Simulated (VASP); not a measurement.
# N (P6_3/mmc) in VASP: a series of runs

Runs on N. Level: PBEsol. Tasks: single point, relaxation of cell and atoms.

All numbers are computed with VASP 6.6.1; they aren't measurements. Logs are shortened: lines on timing, memory, paths and dates and some standing lists are left out, and cuts for length are marked.

**1. The cell of the first run**

It takes space group P6_3/mmc (No. 194, hexagonal). The conventional cell has a = 2.526 Å, b = 2.526 Å, c = 2.417 Å, α = 90.00°, β = 90.00°, γ = 120.00°. N (site symmetry -6m2) has 8 N at 1.89 to 2.42 Å within 2.5 Å.

**2. Single point, PBEsol**

Input file INCAR:

```
PREC = Accurate ; ENCUT = 600
EDIFF = 1E-6 ; ISMEAR = -1
SIGMA = 0.02 ; LREAL = F
LASPH = T ; NELM = 120
ALGO = Normal ; ISIF = 2
LWAVE = F ; LCHARG = F
GGA = PS ; NBANDS = 12
GGA_COMPAT = F
```

Input file KPOINTS:

```
Automatic mesh
0
Gamma
  8 8 7
```

Input file POSCAR:

```
N
1.0
    2.5256252881     -0.0000000029      0.0000000000
   -1.2628126415      2.1872556613      0.0000000000
    0.0000000000      0.0000000000      2.4170737543
N
2
Direct
    0.6666666667      0.3333333333      0.2500000000
    0.3333333333      0.6666666667      0.7500000000
```

Potentials or basis: VASP PAW PBE potentials, release 64 (N).

Run with:

```
> cat potpaw_PBE.64/N/POTCAR > POTCAR
> mpirun -np 1 vasp_std > vasp.out
```

OUTCAR:

```text
PREC = Accurate
   ENCUT = 600
   EDIFF = 1E-6
   ISMEAR = -1
   LREAL = F
   LASPH = T
   NELM = 120
   ISIF = 2
   GGA = PS

 ion  position               nearest neighbor table
   1  0.667  0.333  0.250-
   2  0.333  0.667  0.750-

  LATTYP: Found a hexagonal cell.
 ALAT       =     2.5256252881
 C/A-ratio  =     0.9570199371

  Lattice vectors:

 A1 = (   2.5256252881,  -0.0000000029,   0.0000000000)
 A2 = (  -1.2628126415,   2.1872556613,   0.0000000000)
 A3 = (   0.0000000000,   0.0000000000,   2.4170737543)

Analysis of symmetry for initial positions (statically):
=====================================================================
 Subroutine PRICEL returns:
 Original cell was already a primitive cell.

 Routine SETGRP: Setting up the symmetry group for a
 hexagonal supercell.

 Subroutine GETGRP returns: Found 24 space group operations
 (whereof 12 operations were pure point group operations)
 out of a pool of 24 trial point group operations.

The static configuration has the point symmetry D_3d.
 The point group associated with its full space group is D_6h.

Analysis of symmetry for dynamics (positions and initial velocities):
=====================================================================
 Subroutine PRICEL returns:
 Original cell was already a primitive cell.

 Routine SETGRP: Setting up the symmetry group for a
 hexagonal supercell.

 Subroutine GETGRP returns: Found 24 space group operations
 (whereof 12 operations were pure point group operations)
 out of a pool of 24 trial point group operations.

The dynamic configuration has the point symmetry D_3d.
 The point group associated with its full space group is D_6h.

 Subroutine INISYM returns: Found 24 space group operations
 (whereof 12 operations are pure point group operations),
 and found     1 'primitive' translations

----------------------------------------------------------------------------------------

                                     Primitive cell

  volume of cell :      13.3524

  direct lattice vectors                    reciprocal lattice vectors
     2.525625288 -0.000000003  0.000000000     0.395941554  0.228596962  0.000000000
    -1.262812642  2.187255661  0.000000000     0.000000001  0.457193925  0.000000000
     0.000000000  0.000000000  2.417073754     0.000000000  0.000000000  0.413723412

  length of vectors
     2.525625288  2.525625288  2.417073754     0.457193925  0.457193925  0.413723412

  position of ions in fractional coordinates (direct lattice)
     0.666666667  0.333333333  0.250000000
     0.333333333  0.666666667  0.750000000

  ion indices of the primitive-cell ions
   primitive index   ion index
                 1           1
                 2           2

----------------------------------------------------------------------------------------

 KPOINTS: Automatic mesh

Automatic generation of k-mesh.
 Grid dimensions read from file:
 generate k-points for:    8    8    7

 Generating k-lattice:

  Cartesian coordinates                     Fractional coordinates (reciprocal lattice)
     0.049492694  0.028574620  0.000000000     0.125000000  0.000000000  0.000000000
     0.000000000  0.057149241  0.000000000     0.000000000  0.125000000  0.000000000
     0.000000000  0.000000000  0.059103345     0.000000000  0.000000000  0.142857143

  Length of vectors
     0.057149241  0.057149241  0.059103345

  Shift w.r.t. Gamma in fractional coordinates (k-lattice)
     0.000000000  0.000000000  0.000000000

 Subroutine IBZKPT returns following result:
 ===========================================

 Found     40 irreducible k-points:

 Following reciprocal coordinates:
            Coordinates               Weight
  0.000000  0.000000  0.000000      1.000000
  0.125000  0.000000  0.000000      6.000000
  0.250000  0.000000  0.000000      6.000000
  0.375000  0.000000  0.000000      6.000000
  0.500000  0.000000  0.000000      3.000000
  0.125000  0.125000  0.000000      6.000000
[... 16 lines left out ...]
  0.250000  0.000000  0.285714     12.000000
  0.375000  0.000000  0.285714     12.000000
 [... further k-points ...]
   k-points           NKPTS =     40   k-points in BZ     NKDIM =     40   number of bands    NBANDS=     12
   number of dos      NEDOS =    301   number of ions     NIONS =      2
   total plane-waves  NPLWV =   8000
   dimension x,y,z NGX =    20 NGY =   20 NGZ =   20
   dimension x,y,z NGXF=    40 NGYF=   40 NGZF=   40
   ions per type =               2
   NGX,Y,Z   is equivalent  to a cutoff of  13.16, 13.16, 13.76 a.u.
   NGXF,Y,Z  is equivalent  to a cutoff of  26.33, 26.33, 27.51 a.u.
 SYSTEM =  unknown system
   PREC   = accura    normal or accurate (medium, high low for compatibility)
   ISTART =      0    job   : 0-new  1-cont  2-samecut
   ICHARG =      2    charge: 1-file 2-atom 10-const
   ISPIN  =      1    spin polarized calculation?
   LNONCOLLINEAR =      F non collinear calculations
   LSORBIT =      F    spin-orbit coupling
   LASPH  =      T    aspherical Exc in radial PAW
   ENCUT  =  600.0 eV  44.10 Ry    6.64 a.u.   5.04  5.04  4.83*2*pi/ulx,y,z
   NELM   =    120;   NELMIN=  2; NELMDL= -5     # of ELM steps
   EDIFF  = 0.1E-05   stopping-criterion for ELM
   LREAL  =      F    real-space projection
   EDIFFG = 0.1E-04   stopping-criterion for IOM
   NSW    =      0    number of steps for IOM
   IBRION =     -1    ionic relax: 0-MD 1-quasi-New 2-CG
   NFREE  =      0    steps in history (QN), initial steepest desc. (CG)
   ISIF   =      2    stress and relaxation
   ISYM   =      2    0-nonsym 1-usesym 2-fastsym
   POTIM  = 0.5000    time-step for ionic-motion
   TEBEG  =    0.0;   TEEND  =   0.0 temperature during run
   PSTRESS=    0.0 pullay stress
   NELECT =      10.0000    total number of electrons
   NUPDOWN=      -1.0000    fix difference up-down
   EMIN   =  10.00;   EMAX   =-10.00  energy-range for DOS
   EFERMI =   0.00;   METHOD = LEGACY
   ISMEAR =    -1;   SIGMA  =   0.02  broadening in eV -4-tet -1-fermi 0-gaus
   EFERMI_NEDOS =   21; number of points for ismear=-14 and -15
   IALGO  =     38    algorithm
   IMIX   =      4    mixing-type and parameters
     AMIX     =   0.40;   BMIX     =  1.00
     AMIX_MAG =   1.60;   BMIX_MAG =  1.00
  volume/ion in A,a.u.               =       6.68        45.05
  Fermi-wavevector in a.u.,A,eV,Ry     =   1.486696  2.809447 30.072463  2.210264
  Thomas-Fermi vector in A             =   2.599950
   LORBIT       =      0    0 simple, 1 ext, 2 COOP (PROOUT), +10 PAW based schemes
   GGA     = PS    functional components
   LHFCALC =     F    Hartree Fock is set to
   AEXX    =    0.0000 exact exchange contribution
   IVDW    =     0    specifies the selected vdW correction
   LEPSILON=     F    determine dielectric tensor
   LRPA    =     F    only Hartree local field effects (RPA)
 non-spin polarized calculation
  energy-cutoff  :      600.00
  volume of cell :       13.35
 maximum number of plane-waves:       455
   NGX = 11   NGY = 11   NGZ =  9

 number of electron      10.0000000 magnetization

 Free energy of the ion-electron system (eV)
  ---------------------------------------------------
  ext. energy  EPLUGINS =         0.00000000
  ---------------------------------------------------
  free energy    TOTEN  =       -10.48674472 eV

  energy without entropy =      -10.48623612  energy(sigma->0) =      -10.48649042

 E-fermi :   7.0851     XC(G=0): -13.3028

 val. band max:        6.9742419373   @ k =   0.0000   0.0000   0.4286
 cond. band min:       7.1168689182   @ k =   0.1250   0.1250   0.2857
 fundamental gap:      0.1426269809
 Fermi energy:         7.0850579835

 k-point     1 :       0.0000    0.0000    0.0000
  band No.  band energies     occupation
      1     -15.1049      2.00000
      2       1.6534      2.00000
      3       2.4612      2.00000
      4       4.5781      2.00000
      5       4.5781      2.00000
      6       9.9024      0.00000
      7       9.9024      0.00000
      8      13.3217      0.00000
      9      21.4388      0.00000
     10      24.7529      0.00000
     11      32.2979      0.00000
     12      32.2979      0.00000

 k-point     2 :       0.1250    0.0000    0.0000
  band No.  band energies     occupation
      1     -14.7293      2.00000
      2       0.3223      2.00000
      3       2.7643      2.00000
      4       4.0182      2.00000
      5       4.8369      2.00000
      6       9.7816      0.00000
      7      10.4590      0.00000
      8      12.8407      0.00000
      9      22.2941      0.00000
     10      24.4879      0.00000
     11      32.8953      0.00000
     12      33.0090      0.00000

 k-point     3 :       0.2500    0.0000    0.0000
  band No.  band energies     occupation
      1     -13.6250      2.00000
      2      -2.5058      2.00000
      3       2.9914      2.00000
      4       3.6315      2.00000
      5       5.0237      2.00000
      6       9.6951      0.00000
      7      11.4312      0.00000
      8      11.5620      0.00000
      9      22.5628      0.00000
     10      25.4830      0.00000
     11      34.7059      0.00000
     12      34.8535      0.00000
[... 286 lines left out ...]
 k-point    23 :       0.2500    0.0000    0.2857
  band No.  band energies     occupation
      1     -11.9672      2.00000
      2      -4.2321      2.00000
      3       0.3200      2.00000
      4       4.3840      2.00000
      5       6.1639      2.00000
      6       9.1744      0.00000
      7       9.7063      0.00000
      8      12.0435      0.00000
      9      23.9712      0.00000
     10      28.7642      0.00000
     11      31.3906      0.00000
     12      32.4437      0.00000

 k-point    24 :       0.3750    0.0000    0.2857
  band No.  band energies     occupation
      1     -10.2982      2.00000
      2      -4.6849      2.00000
      3      -1.0200      2.00000
      4       3.6809      2.00000
      5       3.9623      2.00000
      6       8.9956      0.00000
      7       9.7626      0.00000
      8      12.3734      0.00000
      9      23.6920      0.00000
     10      29.0203      0.00000
     11      32.8000      0.00000
     12      35.6155      0.00000

 [... further k-points ...]

------------------------ aborting loop because EDIFF is reached ----------------------------------------

  FORCE on cell =-STRESS in cart. coord.  units (eV):
  Direction    XX          YY          ZZ          XY          YZ          ZX
  --------------------------------------------------------------------------------------
  -------------------------------------------------------------------------------------
  Total       -0.0436594     -0.0436594     -0.0392663     -0.0000000     -0.0000000      0.0000000
  in kB       -5.2387794     -5.2387794     -4.7116448     -0.0000000     -0.0000000      0.0000000
  external PRESSURE =      -5.0630679 kB  Pullay stress =       0.0000000 kB

 VOLUME and BASIS-vectors are now :
 -----------------------------------------------------------------------------
  energy-cutoff  :      600.00
  volume of cell :       13.35
      direct lattice vectors                 reciprocal lattice vectors
     2.525625288 -0.000000003  0.000000000     0.395941554  0.228596962  0.000000000
    -1.262812642  2.187255661  0.000000000     0.000000001  0.457193925  0.000000000
     0.000000000  0.000000000  2.417073754     0.000000000  0.000000000  0.413723412

 POSITION                                       TOTAL-FORCE (eV/Angst)
 -----------------------------------------------------------------------------------
      1.26281      0.72909      0.60427        -0.000000      0.000000      0.000000
      0.00000      1.45817      1.81281         0.000000     -0.000000      0.000000
 -----------------------------------------------------------------------------------
    total drift:                                0.000000     -0.000000      0.000000

  FREE ENERGIE OF THE ION-ELECTRON SYSTEM (eV)
  ---------------------------------------------------
  free  energy   TOTEN  =       -10.4867447248 eV

  energy  without entropy=      -10.4862361174  energy(sigma->0) =      -10.48649042
```

Wall time 4.8 s (1 thread of AMD EPYC 7R43 (Zen 3), shared host); peak memory 0.08 GiB.

Results:

| Quantity | Value |
| --- | --- |
| Free energy | -10.4867 eV |
| Pressure | -0.5 GPa |
| Band gap on the k mesh | zero (band 5 reaches 8.27 eV, above the bottom of band 6 at 4.94 eV) |

Caveat: the k points lie up to 0.37 Å⁻¹ apart; the PAW data sets were made with another functional, which shifts forces and pressure a little.

[end of part 1 of 2]
